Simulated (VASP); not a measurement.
# SiW3 (Fm-3m) in VASP: a series of runs

Runs on SiW3. Level: PBE. Tasks: single point, relaxation of cell and atoms.

Everything below comes from runs of VASP 6.6.1. Logs are shortened: lines on timing, memory, paths and dates and some standing lists are left out, and cuts for length are marked.

**1. The cell of the first run**

Symmetry: Fm-3m, No. 225, cubic system. Conventional cell: a = 6.245 Å, b = 6.245 Å, c = 6.245 Å, α = 90.00°, β = 90.00°, γ = 90.00°. Within 3.6 Å of Si (site symmetry m-3m) lie 14 W at 2.70 to 3.12 Å. Within 3.6 Å of W (site symmetry -43m) lie 4 Si at 2.70 Å and 10 W at 2.70 to 3.12 Å. W (site symmetry m-3m) has 8 W at 2.70 Å and 6 Si at 3.12 Å within 3.6 Å.

**2. Single point, PBE**

File INCAR:

```
PREC     = Accurate       # precision mode
ENCUT    = 520            # plane-wave cutoff, eV
EDIFF    = 1E-6           # SCF threshold, eV
ISMEAR   = 0              # smearing method
SIGMA    = 0.1            # smearing width, eV
LREAL    = False          # projectors in reciprocal space
LASPH    = True           # aspherical terms in the spheres
NELM     = 80             # most SCF steps
ALGO     = Normal         # electronic algorithm
ISIF     = 2              # what is computed and relaxed
LWAVE    = False          # write WAVECAR
LCHARG   = True           # write CHGCAR
GGA      = PE             # functional
LELF     = True           # ELF
LVHAR    = True         
NBANDS   = 31             # bands
```

File KPOINTS:

```
regular mesh
0
Gamma
  6 6 6
```

File POSCAR:

```
SiW3
1.0
    0.0000000000      3.1224753673      3.1224753673
    3.1224753673      0.0000000000      3.1224753673
    3.1224753673      3.1224753673      0.0000000000
Si W
1 3
Direct
    0.0000000000      0.0000000000      0.0000000000
    0.2500000000      0.2500000000      0.2500000000
    0.7500000000      0.7500000000      0.7500000000
    0.5000000000      0.5000000000      0.5000000000
```

Potentials or basis: VASP PAW PBE potentials, release 64 (Si, W_sv).

On the command line:

```console
$ cat potpaw_PBE.64/Si/POTCAR potpaw_PBE.64/W_sv/POTCAR > POTCAR
$ mpirun -np 1 vasp_std > vasp.out
```

OUTCAR:

```text
PREC = Accurate
   ENCUT = 520
   EDIFF = 1E-6
   ISMEAR = 0
   LREAL = False
   LASPH = True
   NELM = 80
   ISIF = 2
   GGA = PE

 ion  position               nearest neighbor table
   1  0.000  0.000  0.000-   3 2.70   3 2.70   3 2.70   2 2.70   3 2.70   2 2.70   2 2.70   2 2.70
                             4 3.12   4 3.12   4 3.12   4 3.12   4 3.12   4 3.12
   2  0.250  0.250  0.250-   1 2.70   1 2.70   1 2.70   1 2.70   4 2.70   4 2.70   4 2.70   4 2.70
                             3 3.12   3 3.12   3 3.12   3 3.12   3 3.12   3 3.12
   3  0.750  0.750  0.750-   4 2.70   4 2.70   4 2.70   1 2.70   4 2.70   1 2.70   1 2.70   1 2.70
                             2 3.12   2 3.12   2 3.12   2 3.12   2 3.12   2 3.12
   4  0.500  0.500  0.500-   2 2.70   2 2.70   2 2.70   2 2.70   3 2.70   3 2.70   3 2.70   3 2.70
                             1 3.12   1 3.12   1 3.12   1 3.12   1 3.12   1 3.12

  LATTYP: Found a face centered cubic cell.
 ALAT       =     6.2449507346

  Lattice vectors:

 A1 = (   0.0000000000,   3.1224753673,   3.1224753673)
 A2 = (   3.1224753673,   0.0000000000,   3.1224753673)
 A3 = (   3.1224753673,   3.1224753673,   0.0000000000)

Analysis of symmetry for initial positions (statically):
=====================================================================
 Subroutine PRICEL returns:
 Original cell was already a primitive cell.

 Routine SETGRP: Setting up the symmetry group for a
 face centered cubic supercell.

 Subroutine GETGRP returns: Found 48 space group operations
 (whereof 48 operations were pure point group operations)
 out of a pool of 48 trial point group operations.

The static configuration has the point symmetry O_h .

Analysis of symmetry for dynamics (positions and initial velocities):
=====================================================================
 Subroutine PRICEL returns:
 Original cell was already a primitive cell.

 Routine SETGRP: Setting up the symmetry group for a
 face centered cubic supercell.

 Subroutine GETGRP returns: Found 48 space group operations
 (whereof 48 operations were pure point group operations)
 out of a pool of 48 trial point group operations.

The dynamic configuration has the point symmetry O_h .

 Subroutine INISYM returns: Found 48 space group operations
 (whereof 48 operations are pure point group operations),
 and found     1 'primitive' translations

----------------------------------------------------------------------------------------

                                     Primitive cell

  volume of cell :      60.8873

  direct lattice vectors                    reciprocal lattice vectors
     0.000000000  3.122475367  3.122475367    -0.160129366  0.160129366  0.160129366
     3.122475367  0.000000000  3.122475367     0.160129366 -0.160129366  0.160129366
     3.122475367  3.122475367  0.000000000     0.160129366  0.160129366 -0.160129366

  length of vectors
     4.415847013  4.415847013  4.415847013     0.277352197  0.277352197  0.277352197

  position of ions in fractional coordinates (direct lattice)
     0.000000000  0.000000000  0.000000000
     0.250000000  0.250000000  0.250000000
     0.750000000  0.750000000  0.750000000
     0.500000000  0.500000000  0.500000000

  ion indices of the primitive-cell ions
   primitive index   ion index
                 1           1
                 2           2
                 3           3
                 4           4

----------------------------------------------------------------------------------------

 KPOINTS: regular mesh

Automatic generation of k-mesh.
 Grid dimensions read from file:
 generate k-points for:    6    6    6

 Generating k-lattice:

  Cartesian coordinates                     Fractional coordinates (reciprocal lattice)
    -0.026688228  0.026688228  0.026688228     0.166666667  0.000000000  0.000000000
     0.026688228 -0.026688228  0.026688228     0.000000000  0.166666667  0.000000000
     0.026688228  0.026688228 -0.026688228     0.000000000  0.000000000  0.166666667

  Length of vectors
     0.046225366  0.046225366  0.046225366

  Shift w.r.t. Gamma in fractional coordinates (k-lattice)
     0.000000000  0.000000000  0.000000000

 Subroutine IBZKPT returns following result:
 ===========================================

 Found     16 irreducible k-points:

 Following reciprocal coordinates:
            Coordinates               Weight
  0.000000  0.000000  0.000000      1.000000
  0.166667  0.000000  0.000000      8.000000
  0.333333  0.000000  0.000000      8.000000
  0.500000  0.000000  0.000000      4.000000
  0.166667  0.166667  0.000000      6.000000
  0.333333  0.166667  0.000000     24.000000
[... 8 lines left out ...]
 -0.333333  0.333333  0.166667     24.000000
 -0.333333  0.500000  0.166667     12.000000
   k-points           NKPTS =     16   k-points in BZ     NKDIM =     16   number of bands    NBANDS=     31
   number of dos      NEDOS =    301   number of ions     NIONS =      4
   total plane-waves  NPLWV =  46656
   dimension x,y,z NGX =    36 NGY =   36 NGZ =   36
   dimension x,y,z NGXF=    72 NGYF=   72 NGZF=   72
   ions per type =               1   3
   NGX,Y,Z   is equivalent  to a cutoff of  13.55, 13.55, 13.55 a.u.
   NGXF,Y,Z  is equivalent  to a cutoff of  27.11, 27.11, 27.11 a.u.
 SYSTEM =  unknown system
   PREC   = accura    normal or accurate (medium, high low for compatibility)
   ISTART =      0    job   : 0-new  1-cont  2-samecut
   ICHARG =      2    charge: 1-file 2-atom 10-const
   ISPIN  =      1    spin polarized calculation?
   LNONCOLLINEAR =      F non collinear calculations
   LSORBIT =      F    spin-orbit coupling
   LASPH  =      T    aspherical Exc in radial PAW
   ENCUT  =  520.0 eV  38.22 Ry    6.18 a.u.   8.21  8.21  8.21*2*pi/ulx,y,z
   NELM   =     80;   NELMIN=  2; NELMDL= -5     # of ELM steps
   EDIFF  = 0.1E-05   stopping-criterion for ELM
   LREAL  =      F    real-space projection
   EDIFFG = 0.1E-04   stopping-criterion for IOM
   NSW    =      0    number of steps for IOM
   IBRION =     -1    ionic relax: 0-MD 1-quasi-New 2-CG
   NFREE  =      0    steps in history (QN), initial steepest desc. (CG)
   ISIF   =      2    stress and relaxation
   ISYM   =      2    0-nonsym 1-usesym 2-fastsym
   POTIM  = 0.5000    time-step for ionic-motion
   TEBEG  =    0.0;   TEEND  =   0.0 temperature during run
   PSTRESS=    0.0 pullay stress
   NELECT =      46.0000    total number of electrons
   NUPDOWN=      -1.0000    fix difference up-down
   EMIN   =  10.00;   EMAX   =-10.00  energy-range for DOS
   EFERMI =   0.00;   METHOD = LEGACY
   ISMEAR =     0;   SIGMA  =   0.10  broadening in eV -4-tet -1-fermi 0-gaus
   EFERMI_NEDOS =   21; number of points for ismear=-14 and -15
   IALGO  =     38    algorithm
   IMIX   =      4    mixing-type and parameters
     AMIX     =   0.40;   BMIX     =  1.00
     AMIX_MAG =   1.60;   BMIX_MAG =  1.00
  volume/ion in A,a.u.               =      15.22       102.72
  Fermi-wavevector in a.u.,A,eV,Ry     =   1.491026  2.817630 30.247890  2.223157
  Thomas-Fermi vector in A             =   2.603733
   LORBIT       =      0    0 simple, 1 ext, 2 COOP (PROOUT), +10 PAW based schemes
   GGA     = PE    functional components
   LHFCALC =     F    Hartree Fock is set to
   AEXX    =    0.0000 exact exchange contribution
   IVDW    =     0    specifies the selected vdW correction
   LEPSILON=     F    determine dielectric tensor
   LRPA    =     F    only Hartree local field effects (RPA)
 non-spin polarized calculation
 Gauss-broadening in eV      SIGMA  =   0.10
  energy-cutoff  :      520.00
  volume of cell :       60.89
 maximum number of plane-waves:      1676
 NGX is ok and might be reduce to    36
   NGX = 17   NGY = 17   NGZ = 17

 number of electron      45.9999999 magnetization

 Free energy of the ion-electron system (eV)
  ---------------------------------------------------
  ext. energy  EPLUGINS =         0.00000000
  ---------------------------------------------------
  free energy    TOTEN  =       -43.53106630 eV

  energy without entropy =      -43.51503491  energy(sigma->0) =      -43.52305060

 E-fermi :  11.1583     XC(G=0): -13.1609

 val. band max:       11.1027684497   @ k =   0.3333   0.1667   0.0000
 cond. band min:      11.1763242699   @ k =   0.3333   0.3333   0.0000
 fundamental gap:      0.0735558202
 Fermi energy:        11.1582792984

 k-point     1 :       0.0000    0.0000    0.0000
  band No.  band energies     occupation
      1     -62.8374      2.00000
      2     -62.3837      2.00000
      3     -62.3738      2.00000
      4     -27.2572      2.00000
      5     -27.2572      2.00000
      6     -27.2572      2.00000
[... 23 lines left out ...]
     30      15.8675      0.00000
     31      15.8675      0.00000

 k-point     2 :       0.1667    0.0000    0.0000
  band No.  band energies     occupation
      1     -62.8334      2.00000
      2     -62.3857      2.00000
      3     -62.3760      2.00000
      4     -27.2837      2.00000
      5     -27.2837      2.00000
      6     -27.2796      2.00000
[... 23 lines left out ...]
     30      16.0497      0.00000
     31      16.4245      0.00000

 k-point     3 :       0.3333    0.0000    0.0000
  band No.  band energies     occupation
      1     -62.8252      2.00000
      2     -62.3892      2.00000
      3     -62.3811      2.00000
      4     -27.3294      2.00000
      5     -27.3294      2.00000
      6     -27.2857      2.00000
[... 23 lines left out ...]
     30      16.0197      0.00000
     31      17.5358      0.00000

 k-point     4 :       0.5000    0.0000    0.0000
  band No.  band energies     occupation
      1     -62.8210      2.00000
      2     -62.3902      2.00000
      3     -62.3844      2.00000
      4     -27.3495      2.00000
      5     -27.3495      2.00000
      6     -27.2715      2.00000
[... 363 lines left out ...]
     30      14.7747      0.00000
     31      15.9280      0.00000

 k-point    15 :      -0.3333    0.3333    0.1667
  band No.  band energies     occupation
      1     -62.8169      2.00000
      2     -62.3902      2.00000
      3     -62.3887      2.00000
      4     -27.4396      2.00000
      5     -27.3083      2.00000
      6     -27.2917      2.00000
[... 23 lines left out ...]
     30      15.0701      0.00000
     31      15.8744      0.00000

 k-point    16 :      -0.3333    0.5000    0.1667
  band No.  band energies     occupation
      1     -62.8155      2.00000
      2     -62.3929      2.00000
      3     -62.3874      2.00000
      4     -27.4686      2.00000
      5     -27.3798      2.00000
      6     -27.1930      2.00000
[... 23 lines left out ...]
     30      14.9677      0.00000
     31      15.7012      0.00000

------------------------ aborting loop because EDIFF is reached ----------------------------------------

  FORCE on cell =-STRESS in cart. coord.  units (eV):
  Direction    XX          YY          ZZ          XY          YZ          ZX
  --------------------------------------------------------------------------------------
  -------------------------------------------------------------------------------------
  Total        0.1541416      0.1541416      0.1541416     -0.0000000     -0.0000000      0.0000000
  in kB        4.0560507      4.0560507      4.0560507     -0.0000000     -0.0000000      0.0000000
  external PRESSURE =       4.0560507 kB  Pullay stress =       0.0000000 kB

 VOLUME and BASIS-vectors are now :
 -----------------------------------------------------------------------------
  energy-cutoff  :      520.00
  volume of cell :       60.89
      direct lattice vectors                 reciprocal lattice vectors
     0.000000000  3.122475367  3.122475367    -0.160129366  0.160129366  0.160129366
     3.122475367  0.000000000  3.122475367     0.160129366 -0.160129366  0.160129366
     3.122475367  3.122475367  0.000000000     0.160129366  0.160129366 -0.160129366

 POSITION                                       TOTAL-FORCE (eV/Angst)
 -----------------------------------------------------------------------------------
      0.00000      0.00000      0.00000         0.000000     -0.000000      0.000000
      1.56124      1.56124      1.56124         0.000000      0.000000     -0.000000
      4.68371      4.68371      4.68371        -0.000000     -0.000000      0.000000
      3.12248      3.12248      3.12248         0.000000     -0.000000      0.000000
 -----------------------------------------------------------------------------------
    total drift:                                0.000000      0.000000      0.000000

  FREE ENERGIE OF THE ION-ELECTRON SYSTEM (eV)
  ---------------------------------------------------
  free  energy   TOTEN  =       -43.5310662998 eV

  energy  without entropy=      -43.5150349097  energy(sigma->0) =      -43.52305060
```

Wall time 38 s (1 thread of Intel Xeon Platinum 8259CL at 2.50GHz (Skylake/Cascade Lake), shared host); peak memory 0.2 GiB.

What came out:

```yaml
Free_energy: -43.5311 eV
Pressure: 0.4 GPa
Band_gap_on_the_k_mesh: zero (band 23 reaches 13.03 eV, above the bottom of band 24 at 10.64 eV)
```

Levels at points of the mesh, in eV from the Fermi level:
```csv
k point,band 20,band 21,band 22,band 23,band 24,band 25,band 26,band 27
"(0.00, 0.00, 0.00)",-2.00,-2.00,0.07,1.87,1.87,1.87,2.96,2.96
"(0.50, 0.00, 0.00)",-1.68,-1.68,-1.24,-0.51,-0.51,2.12,2.12,2.60
"(0.50, 0.50, 0.00)",-2.68,-2.44,-0.93,0.33,0.33,1.27,2.01,2.40
```

Caveat: spin-orbit coupling is left out, which moves the levels of the heavy elements.

**3. Single point, PBE**

This run uses another cell than the first one, of 15.57 Å³/atom, 1.023 times its volume.

File INCAR:

```
PREC = Accurate
ENCUT = 520
EDIFF = 1E-6
ISMEAR = 0
SIGMA = 0.1
LREAL = False
LASPH = True
NELM = 100
ALGO = Normal
ISIF = 2
LWAVE = False
LCHARG = False
GGA = PE
NBANDS = 31
```

File KPOINTS:

```
Automatic mesh
0
Gamma
  6 6 6
```

File POSCAR:

```
SiW3
1.0
    0.0000000000      3.1459941100      3.1459941100
    3.1459941100      0.0000000000      3.1459941100
    3.1459941100      3.1459941100      0.0000000000
Si W
1 3
Direct
    0.0000000000      0.0000000000      0.0000000000
    0.2500000000      0.2500000000      0.2500000000
    0.7500000000      0.7500000000      0.7500000000
    0.5000000000      0.5000000000      0.5000000000
```

Potentials or basis: VASP PAW PBE potentials, release 64 (Si, W_sv).

On the command line:

```console
$ cat potpaw_PBE.64/Si/POTCAR potpaw_PBE.64/W_sv/POTCAR > POTCAR
$ mpirun -np 1 vasp_std > vasp.out
```

It took 38 s on 1 thread of Intel Xeon Platinum 8259CL at 2.50GHz (Skylake/Cascade Lake), shared host; peak memory 0.2 GiB.

Results (log left out):

| Item | Value |
| --- | --- |
| Free energy | -43.5101 eV |
| Pressure | -5.3 GPa |
| Band gap on the k mesh | zero (band 23 reaches 12.67 eV, above the bottom of band 24 at 10.36 eV) |

Levels at points of the mesh, in eV from the Fermi level:
| k point | band 20 | band 21 | band 22 | band 23 | band 24 | band 25 | band 26 | band 27 |
| --- | --- | --- | --- | --- | --- | --- | --- | --- |
| (0.00, 0.00, 0.00) | -1.96 | -1.96 | -0.07 | 1.83 | 1.83 | 1.83 | 2.88 | 2.88 |
| (0.50, 0.00, 0.00) | -1.64 | -1.64 | -1.24 | -0.48 | -0.48 | 2.06 | 2.06 | 2.53 |
| (0.50, 0.50, 0.00) | -2.60 | -2.34 | -0.87 | 0.29 | 0.29 | 1.21 | 1.96 | 2.33 |

Caveat: spin-orbit coupling is left out, which moves the levels of the heavy elements.

**4. Relaxation of cell and atoms, PBE**

This run uses another cell than the first one, of 15.57 Å³/atom, 1.023 times its volume.

File INCAR:

```
SYSTEM = SiW3
ALGO = Normal
EDIFF = 1E-6
EDIFFG = -0.04
ENCUT = 600
GGA = PE
IBRION = 2
ISIF = 3
ISMEAR = 0
LASPH = .TRUE.
LCHARG = .FALSE.
LREAL = .FALSE.
LWAVE = .FALSE.
NELM = 80
NSW = 90
PREC = Accurate
SIGMA = 0.1
```

File KPOINTS:

```
k-points
0
G
  6 6 6
  0 0 0
```

POSCAR is that of step 3.

On the command line:

```console
$ cat potpaw_PBE.64/Si/POTCAR potpaw_PBE.64/W_sv/POTCAR > POTCAR
$ mpirun -np 1 vasp_std > vasp.out
```

Wall time 87 s (1 thread of Intel Xeon Platinum 8259CL at 2.50GHz (Skylake/Cascade Lake), shared host); peak memory 0.21 GiB.

Results (log left out):

* Free energy: -43.5322 eV
* Relaxed volume: 15.26 Å³/atom
* Relaxed cell: a = 4.419 Å, b = 4.419 Å, c = 4.419 Å, α = 60.00°, β = 60.00°, γ = 60.00°
* Space group after relaxing (to 0.05 Å): Fm-3m (No. 225)
* Energy gained by relaxing: 5.3 meV/atom
* Ionic steps: 3
* Pressure after relaxing: -0.1 GPa
* Band gap on the k mesh: zero (band 23 reaches 12.99 eV, above the bottom of band 24 at 10.62 eV)

The path:
```
step  energy change (eV)  largest force (eV/Å)  pressure (GPa)  volume (Å³)
   1              0.0000                0.0000           -5.21        62.27
   2              0.1287                0.0000           15.92        57.82
   3             -0.0213                0.0000           -0.12        61.02
```

Final structure:
```
Si W
1.0
     0.00000    3.12475    3.12475
     3.12475    0.00000    3.12475
     3.12475    3.12475    0.00000
Si W
1 3
Direct
  0.00000 0.00000 0.00000
  0.25000 0.25000 0.25000
  0.75000 0.75000 0.75000
  0.50000 0.50000 0.50000
```

Levels at points of the mesh, in eV from the Fermi level:
| k point | band 21 | band 22 | band 23 | band 24 | band 25 | band 26 |
| --- | --- | --- | --- | --- | --- | --- |
| (0.00, 0.00, 0.00) | -1.99 | 0.05 | 1.86 | 1.86 | 1.86 | 2.95 |
| (0.50, 0.00, 0.00) | -1.68 | -1.24 | -0.51 | -0.51 | 2.11 | 2.11 |
| (0.50, 0.50, 0.00) | -2.43 | -0.92 | 0.32 | 0.32 | 1.26 | 2.00 |

Caveat: spin-orbit coupling is left out, which moves the levels of the heavy elements.

**5. The runs side by side**

| task | cell | cutoff (eV) | gap on the mesh (eV) | pressure (GPa) |
| --- | --- | --- | --- | --- |
| single point | a = 4.416 Å, angles 60.0°, 4 atoms | 520 | none | 0.4 |
| single point | a = 4.449 Å, angles 60.0°, 4 atoms | 520 | none | -5.3 |
| relaxation of cell and atoms | relaxed from a = 4.449 Å, angles 60.0°, 4 atoms | 600 | none | -0.1 |

Alike in all rows: level PBE; potentials or basis VASP PAW PBE potentials, release 64 (Si, W_sv); no spin polarisation; k mesh 6 × 6 × 6; smearing gaussian 0.1 eV.

Caveats: spin-orbit coupling is left out, which moves the levels of the heavy elements.

Absolute energies hang on the potentials; compare differences alone.
